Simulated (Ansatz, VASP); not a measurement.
## Os: VASP beside Ansatz

File POSCAR:

```
Os
1.0
    2.7393806551      0.0000000000      0.0000000000
   -1.3696903275      2.3723732379      0.0000000000
    0.0000000000      0.0000000000      4.3138178725
Os
2
Direct
    0.3333333333      0.6666666667      0.2500000000
    0.6666666667      0.3333333333      0.7500000000
```

File INCAR.step1:

```
PREC = Accurate
ENCUT = 520
ISMEAR = 0
SIGMA = 0.6
LREAL = F
LASPH = T
NELM = 100
NBANDS = 15
GGA = PE
ALGO = Normal
EDIFF = 1E-4
LWAVE = T
LCHARG = F
```

The input INCAR.step2:

```
PREC = Accurate
ENCUT = 520
EDIFF = 1E-7
ISMEAR = 0
SIGMA = 0.6
LREAL = F
LASPH = T
NELM = 100
ALGO = Normal
ISIF = 2
LWAVE = F
LCHARG = F
METAGGA = R2SCAN
LMIXTAU = T
NBANDS = 15
ISTART = 1
```

KPOINTS

```
Automatic mesh
0
Gamma
  13 13 7
```

Input for Ansatz:

```yaml
crystal:
  lattice:
    - [2.7393806551, 0.0, 0.0]
    - [-1.3696903275, 2.3723732379, 0.0]
    - [0.0, 0.0, 4.3138178725]
  atoms:
    - { symbol: Os, position: [0.3333333333, 0.6666666667, 0.25] }
    - { symbol: Os, position: [0.6666666667, 0.3333333333, 0.75] }
hamiltonian:
  xc: r2scan
  pseudopotentials:
    kind: paw
    azcp:
      Os: "pseudopotentials/Os.paw.azcp"
basis:
  ecutwfc: 500
  fft_grid_basis: typed
kpoints:
  mp_grid: { grid: [13, 13, 7], shift: [0, 0, 0] }
magnetization:
  spin_polarized: false
scf:
  occupations: { method: gaussian, width: 0.6 }
  lower_state_search: "off"
output:
  stress: true
```

Alike in both runs: task single point; functional r2SCAN; k mesh 13 × 13 × 7; occupations gaussian, width 0.6 eV; no spin polarisation.

|  | VASP | Ansatz |
| --- | --- | --- |
| version | VASP 6.6.1 | Ansatz 0.2.0 |
| potentials or method | VASP PAW PBE potentials, release 64 (Os), cutoff 520 eV | plane waves (500 eV) with PAW, scalar-relativistic |
| valence electrons in the cell | 16 | 32 |

VASP gave:

```
pressure (GPa)                                                : 1.8
traceless stress, the component that is largest in VASP (GPa) : 0.82
```

What did Ansatz give for the same quantities?

Pressure (GPa): 0.8; traceless stress, the component that is largest in VASP (GPa): 0.79.

VASP's potentials were made for PBE, not for r2SCAN. VASP's potentials hold 16 valence electrons a cell and Ansatz's 32, so a difference there can come from the potentials and not from the codes.

Neither program's run includes spin-orbit coupling.
